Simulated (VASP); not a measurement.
Write the native input for VASP 6.6.1 that does the following.

| Item | Value |
| --- | --- |
| Task | single point |
| Functional | PBE |
| Dispersion | D3(BJ) |
| Potentials or basis | VASP PAW PBE potentials, release 64 (Sn_d, Se) |
| Cutoff | 500 eV |
| k mesh | 12 × 12 × 6 |
| Occupations | gaussian, width 0.03 eV |
| Spin | no spin polarisation |
| Dipole correction | no |
| Further INCAR settings | ALGO = Normal; EDIFF = 1e-06; NBANDS = 20 |

The structure of SnSe2 lies in POSCAR:

```
SnSe2
1.0
    3.8925274132      0.0000000000      0.0000000000
   -1.9462637066      3.3710276248      0.0000000000
    0.0000000000      0.0000000000      6.4728838354
Sn Se
1 2
Direct
    0.0000000000      0.0000000000      0.0000000000
    0.3333333333      0.6666666667      0.2651331237
    0.6666666667      0.3333333333      0.7348668763
```

These files were run (other wordings do the same):

INCAR

```
ALGO     = Normal         # electronic algorithm
EDIFF    = 1E-6           # SCF threshold, eV
ENCUT    = 500            # plane-wave cutoff, eV
GGA      = PE             # functional
GGA_COMPAT= F            
ISIF     = 2              # what is computed and relaxed
ISMEAR   = 0              # smearing method
IVDW     = 12             # dispersion correction
LASPH    = T              # aspherical terms in the spheres
LCHARG   = F              # write CHGCAR
LREAL    = F              # projectors in reciprocal space
LWAVE    = F              # write WAVECAR
NBANDS   = 20             # bands
NELM     = 120            # most SCF steps
PREC     = Accurate       # precision mode
SIGMA    = 0.03           # smearing width, eV
```

KPOINTS

```
k-points
0
Gamma
  12 12 6
```

Potentials or basis: VASP PAW PBE potentials, release 64 (Sn_d, Se).

Run with:

```console
$ cat potpaw_PBE.64/Sn_d/POTCAR potpaw_PBE.64/Se/POTCAR > POTCAR
$ mpirun -np 1 vasp_std > vasp.out
```

Results of the run:

```
Pressure                   : -5.3 GPa
Largest force              : 1.004 eV/Å
Band gap on the k mesh     : 0.22 eV (least direct gap 0.74 eV)
Dispersion energy per atom : -0.327 eV
```

Caveat: the cell stands under tension; spin-orbit coupling is left out, which moves the levels of the heavy elements; forces of over 1 eV/Å act on the atoms, so gaps and moduli don't describe the material at rest.

Run time: 3.4 min on 1 thread of Intel Xeon 8259CL (shared host), peak memory 0.3 GiB.
